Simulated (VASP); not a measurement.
Input of a VASP 6.6.1 run:

The input INCAR:

```
SYSTEM = Mg
PREC = Accurate
ENCUT = 520
EDIFF = 1E-7
ISMEAR = -1
SIGMA = 0.05
LREAL = .FALSE.
LASPH = .TRUE.
NELM = 80
ALGO = Normal
ISIF = 2
LWAVE = .FALSE.
LCHARG = .FALSE.
GGA = PS
NBANDS = 9
```

File KPOINTS:

```
regular mesh
0
G
  10 10 5
  0 0 0
```

File POSCAR:

```
Mg
1.0
    3.2722434310      0.0000000000      0.0000000000
   -1.6361217155      2.8338459386      0.0000000000
    0.0000000000      0.0000000000      5.3124886887
Mg
2
Direct
    0.6666666667      0.3333333333      0.7500000000
    0.3333333333      0.6666666667      0.2500000000
```

Potentials or basis: VASP PAW PBE potentials, release 64 (Mg).

Launch:

```console
$ cat potpaw_PBE.64/Mg/POTCAR > POTCAR
$ mpirun -np 1 vasp_std > vasp.out
```

(1) Estimate the band gap on the k mesh.

(2) Estimate the pressure.

Answers

(1) zero (band 2 reaches 2.91 eV, above the bottom of band 3 at 1.00 eV).

(2) -2.8 GPa.

Caveat: the PAW data sets were made with another functional, which shifts forces and pressure a little.
